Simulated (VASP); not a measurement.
# TaC (Fm-3m) in VASP: a series of runs

The runs below take TaC through single point, with PBEsol+D3(BJ).

Everything below comes from runs of VASP 6.6.1. Logs are shortened: lines on timing, memory, paths and dates and some standing lists are left out, and cuts for length are marked.

### 1 The cell of the first run

It takes space group Fm-3m (No. 225, cubic). The conventional cell has a = 4.446 Å, b = 4.446 Å, c = 4.446 Å, α = 90.00°, β = 90.00°, γ = 90.00°. Within 2.9 Å of Ta (site symmetry m-3m) lie 6 C at 2.22 Å. C (site symmetry m-3m) has 6 Ta at 2.22 Å within 2.9 Å.

### 2 Single point, PBEsol+D3(BJ)

INCAR reads:

```
SYSTEM = TaC
ALGO = Normal
EDIFF = 1E-6
ENCUT = 600
GGA = PS
GGA_COMPAT = .FALSE.
ISIF = 2
ISMEAR = -1
IVDW = 12
LASPH = .TRUE.
LCHARG = .TRUE.
LELF = .TRUE.
LREAL = .FALSE.
LVHAR = .TRUE.
LWAVE = .FALSE.
NBANDS = 14
NELM = 120
PREC = Accurate
SIGMA = 0.1
```

KPOINTS reads:

```
k-points
0
G
  3 3 3
  0 0 0
```

POSCAR reads:

```
TaC
1.0
    0.0000000000      2.2230000000      2.2230000000
    2.2230000000      0.0000000000      2.2230000000
    2.2230000000      2.2230000000      0.0000000000
Ta C
1 1
Direct
    0.0000000000      0.0000000000      0.0000000000
    0.5000000000      0.5000000000      0.5000000000
```

Potentials or basis: VASP PAW PBE potentials, release 64 (Ta_pv, C).

On the command line:

```sh
> cat potpaw_PBE.64/Ta_pv/POTCAR potpaw_PBE.64/C/POTCAR > POTCAR
> mpirun -np 1 vasp_std > vasp.out
```

OUTCAR:

```text
SYSTEM = TaC
   EDIFF = 1E-6
   ENCUT = 600
   GGA = PS
   ISIF = 2
   ISMEAR = -1
   IVDW = 12
   LASPH = .TRUE.
   LREAL = .FALSE.
   NELM = 120
   PREC = Accurate
 IVDW          = 12

 ion  position               nearest neighbor table
   1  0.000  0.000  0.000-   2 2.22   2 2.22   2 2.22   2 2.22   2 2.22   2 2.22
   2  0.500  0.500  0.500-   1 2.22   1 2.22   1 2.22   1 2.22   1 2.22   1 2.22

  LATTYP: Found a face centered cubic cell.
 ALAT       =     4.4460000000

  Lattice vectors:

 A1 = (   0.0000000000,   2.2230000000,   2.2230000000)
 A2 = (   2.2230000000,   0.0000000000,   2.2230000000)
 A3 = (   2.2230000000,   2.2230000000,   0.0000000000)

Analysis of symmetry for initial positions (statically):
=====================================================================
 Subroutine PRICEL returns:
 Original cell was already a primitive cell.

 Routine SETGRP: Setting up the symmetry group for a
 face centered cubic supercell.

 Subroutine GETGRP returns: Found 48 space group operations
 (whereof 48 operations were pure point group operations)
 out of a pool of 48 trial point group operations.

The static configuration has the point symmetry O_h .

Analysis of symmetry for dynamics (positions and initial velocities):
=====================================================================
 Subroutine PRICEL returns:
 Original cell was already a primitive cell.

 Routine SETGRP: Setting up the symmetry group for a
 face centered cubic supercell.

 Subroutine GETGRP returns: Found 48 space group operations
 (whereof 48 operations were pure point group operations)
 out of a pool of 48 trial point group operations.

The dynamic configuration has the point symmetry O_h .

 Subroutine INISYM returns: Found 48 space group operations
 (whereof 48 operations are pure point group operations),
 and found     1 'primitive' translations

----------------------------------------------------------------------------------------

                                     Primitive cell

  volume of cell :      21.9709

  direct lattice vectors                    reciprocal lattice vectors
     0.000000000  2.223000000  2.223000000    -0.224921278  0.224921278  0.224921278
     2.223000000  0.000000000  2.223000000     0.224921278 -0.224921278  0.224921278
     2.223000000  2.223000000  0.000000000     0.224921278  0.224921278 -0.224921278

  length of vectors
     3.143796749  3.143796749  3.143796749     0.389575080  0.389575080  0.389575080

  position of ions in fractional coordinates (direct lattice)
     0.000000000  0.000000000  0.000000000
     0.500000000  0.500000000  0.500000000

  ion indices of the primitive-cell ions
   primitive index   ion index
                 1           1
                 2           2

----------------------------------------------------------------------------------------

 KPOINTS: k-points

Automatic generation of k-mesh.
 Grid dimensions read from file:
 generate k-points for:    3    3    3

 Generating k-lattice:

  Cartesian coordinates                     Fractional coordinates (reciprocal lattice)
    -0.074973759  0.074973759  0.074973759     0.333333333  0.000000000  0.000000000
     0.074973759 -0.074973759  0.074973759     0.000000000  0.333333333  0.000000000
     0.074973759  0.074973759 -0.074973759     0.000000000  0.000000000  0.333333333

  Length of vectors
     0.129858360  0.129858360  0.129858360

  Shift w.r.t. Gamma in fractional coordinates (k-lattice)
     0.000000000  0.000000000  0.000000000

 Subroutine IBZKPT returns following result:
 ===========================================

 Found      4 irreducible k-points:

 Following reciprocal coordinates:
            Coordinates               Weight
  0.000000  0.000000  0.000000      1.000000
  0.333333  0.000000  0.000000      8.000000
  0.333333  0.333333  0.000000      6.000000
 -0.333333  0.333333  0.000000     12.000000
   k-points           NKPTS =      4   k-points in BZ     NKDIM =      4   number of bands    NBANDS=     14
   number of dos      NEDOS =    301   number of ions     NIONS =      2
   total plane-waves  NPLWV =  21952
   dimension x,y,z NGX =    28 NGY =   28 NGZ =   28
   dimension x,y,z NGXF=    56 NGYF=   56 NGZF=   56
   ions per type =               1   1
   NGX,Y,Z   is equivalent  to a cutoff of  14.81, 14.81, 14.81 a.u.
   NGXF,Y,Z  is equivalent  to a cutoff of  29.61, 29.61, 29.61 a.u.
 SYSTEM =  TaC
   PREC   = accura    normal or accurate (medium, high low for compatibility)
   ISTART =      0    job   : 0-new  1-cont  2-samecut
   ICHARG =      2    charge: 1-file 2-atom 10-const
   ISPIN  =      1    spin polarized calculation?
   LNONCOLLINEAR =      F non collinear calculations
   LSORBIT =      F    spin-orbit coupling
   LASPH  =      T    aspherical Exc in radial PAW
   ENCUT  =  600.0 eV  44.10 Ry    6.64 a.u.   6.28  6.28  6.28*2*pi/ulx,y,z
   NELM   =    120;   NELMIN=  2; NELMDL= -5     # of ELM steps
   EDIFF  = 0.1E-05   stopping-criterion for ELM
   LREAL  =      F    real-space projection
   EDIFFG = 0.1E-04   stopping-criterion for IOM
   NSW    =      0    number of steps for IOM
   IBRION =     -1    ionic relax: 0-MD 1-quasi-New 2-CG
   NFREE  =      0    steps in history (QN), initial steepest desc. (CG)
   ISIF   =      2    stress and relaxation
   ISYM   =      2    0-nonsym 1-usesym 2-fastsym
   POTIM  = 0.5000    time-step for ionic-motion
   TEBEG  =    0.0;   TEEND  =   0.0 temperature during run
   PSTRESS=    0.0 pullay stress
   NELECT =      15.0000    total number of electrons
   NUPDOWN=      -1.0000    fix difference up-down
   EMIN   =  10.00;   EMAX   =-10.00  energy-range for DOS
   EFERMI =   0.00;   METHOD = LEGACY
   ISMEAR =    -1;   SIGMA  =   0.10  broadening in eV -4-tet -1-fermi 0-gaus
   EFERMI_NEDOS =   21; number of points for ismear=-14 and -15
   IALGO  =     38    algorithm
   IMIX   =      4    mixing-type and parameters
     AMIX     =   0.40;   BMIX     =  1.00
     AMIX_MAG =   1.60;   BMIX_MAG =  1.00
  volume/ion in A,a.u.               =      10.99        74.13
  Fermi-wavevector in a.u.,A,eV,Ry     =   1.441526  2.724089 28.272865  2.077997
  Thomas-Fermi vector in A             =   2.560148
   LORBIT       =      0    0 simple, 1 ext, 2 COOP (PROOUT), +10 PAW based schemes
   GGA     = PS    functional components
   LHFCALC =     F    Hartree Fock is set to
   AEXX    =    0.0000 exact exchange contribution
   IVDW    =    12    specifies the selected vdW correction
   LEPSILON=     F    determine dielectric tensor
   LRPA    =     F    only Hartree local field effects (RPA)
 non-spin polarized calculation
  energy-cutoff  :      600.00
  volume of cell :       21.97
 maximum number of plane-waves:       751
 NGX is ok and might be reduce to    28
   NGX = 13   NGY = 13   NGZ = 13

 number of electron      14.9999999 magnetization

 Free energy of the ion-electron system (eV)
  ---------------------------------------------------
  ext. energy  EPLUGINS =         0.00000000
  ---------------------------------------------------
  free energy    TOTEN  =       -23.09651380 eV

  energy without entropy =      -23.03108762  energy(sigma->0) =      -23.06380071

 E-fermi :   8.8225     XC(G=0): -13.3519

 val. band max:        8.0434884475   @ k =   0.0000   0.0000   0.0000
 cond. band min:       8.8965312402   @ k =  -0.3333   0.3333   0.0000
 fundamental gap:      0.8530427928
 Fermi energy:         8.8225240739

 k-point     1 :       0.0000    0.0000    0.0000
  band No.  band energies     occupation
      1     -26.7849      2.00000
      2     -26.7849      2.00000
      3     -26.7849      2.00000
      4      -6.4317      2.00000
      5       6.8789      2.00000
      6       6.8789      2.00000
      7       6.8789      2.00000
      8       8.0435      1.99917
      9       8.0435      1.99917
     10       8.0435      1.99917
     11       8.9021      0.62194
     12       8.9021      0.62194
     13      15.0925      0.00000
     14      18.2929      0.00000

 k-point     2 :       0.3333    0.0000    0.0000
  band No.  band energies     occupation
      1     -27.3410      2.00000
      2     -26.8432      2.00000
      3     -26.8432      2.00000
      4      -3.7284      2.00000
      5       1.6726      2.00000
      6       3.4830      2.00000
      7       3.4830      2.00000
      8       9.6677      0.00043
      9       9.6677      0.00043
     10      10.0898      0.00001
     11      16.1317      0.00000
     12      16.1317      0.00000
     13      16.5582      0.00000
     14      21.1390      0.00000

 k-point     3 :       0.3333    0.3333    0.0000
  band No.  band energies     occupation
      1     -27.2866      2.00000
      2     -26.9771      2.00000
      3     -26.9771      2.00000
      4      -4.1936      2.00000
      5       2.3252      2.00000
      6       4.2534      2.00000
      7       6.1958      2.00000
      8       6.1958      2.00000
      9      10.3085      0.00000
     10      12.3408      0.00000
     11      12.3408      0.00000
     12      15.1426      0.00000
     13      19.2753      0.00000
     14      20.9741      0.00000

 k-point     4 :      -0.3333    0.3333    0.0000
  band No.  band energies     occupation
      1     -27.2713      2.00000
      2     -27.2498      2.00000
      3     -26.9401      2.00000
      4      -3.0307      2.00000
      5       1.5845      2.00000
      6       3.3562      2.00000
      7       3.8918      2.00000
      8       8.8965      0.64598
      9      10.7625      0.00000
     10      12.1583      0.00000
     11      14.1595      0.00000
     12      16.4240      0.00000
     13      19.5541      0.00000
     14      20.6739      0.00000

------------------------ aborting loop because EDIFF is reached ----------------------------------------

 Edisp (eV)   -0.92295

 E8    (eV) :    -0.6459

  FORCE on cell =-STRESS in cart. coord.  units (eV):
  Direction    XX          YY          ZZ          XY          YZ          ZX
  --------------------------------------------------------------------------------------
  -------------------------------------------------------------------------------------
  Total      -0.39609    -0.39609    -0.39609    -0.00000    -0.00000     0.00000
  in kB     -28.88390   -28.88390   -28.88390    -0.00000    -0.00000     0.00000
  external pressure =      -28.88 kB  Pullay stress =        0.00 kB

 VOLUME and BASIS-vectors are now :
 -----------------------------------------------------------------------------
  energy-cutoff  :      600.00
  volume of cell :       21.97
      direct lattice vectors                 reciprocal lattice vectors
     0.000000000  2.223000000  2.223000000    -0.224921278  0.224921278  0.224921278
     2.223000000  0.000000000  2.223000000     0.224921278 -0.224921278  0.224921278
     2.223000000  2.223000000  0.000000000     0.224921278  0.224921278 -0.224921278

 POSITION                                       TOTAL-FORCE (eV/Angst)
 -----------------------------------------------------------------------------------
      0.00000      0.00000      0.00000        -0.000000      0.000000     -0.000000
      2.22300      2.22300      2.22300         0.000000     -0.000000      0.000000
 -----------------------------------------------------------------------------------
    total drift:                                0.000000      0.000000      0.000000

  FREE ENERGIE OF THE ION-ELECTRON SYSTEM (eV)
  ---------------------------------------------------
  free  energy   TOTEN  =       -24.0194664544 eV

  energy  without entropy=      -23.9540402829  energy(sigma->0) =      -23.98675337
```

It took 5.7 s on 1 thread of Intel Xeon 6975P-C (Granite Rapids), shared host; peak memory 0.17 GiB.

What came out:

| Item | Value |
| --- | --- |
| Free energy | -24.0195 eV |
| Pressure | -2.9 GPa |
| Dispersion energy per atom | -0.461 eV |

Caveat: the k points lie up to 0.82 Å⁻¹ apart; the PAW data sets were made with another functional, which shifts forces and pressure a little; spin-orbit coupling is left out, which moves the levels of the heavy elements; pairwise dispersion overbinds metals, which lowers pressure and volume.

(Part 1 of 2 ends here.)
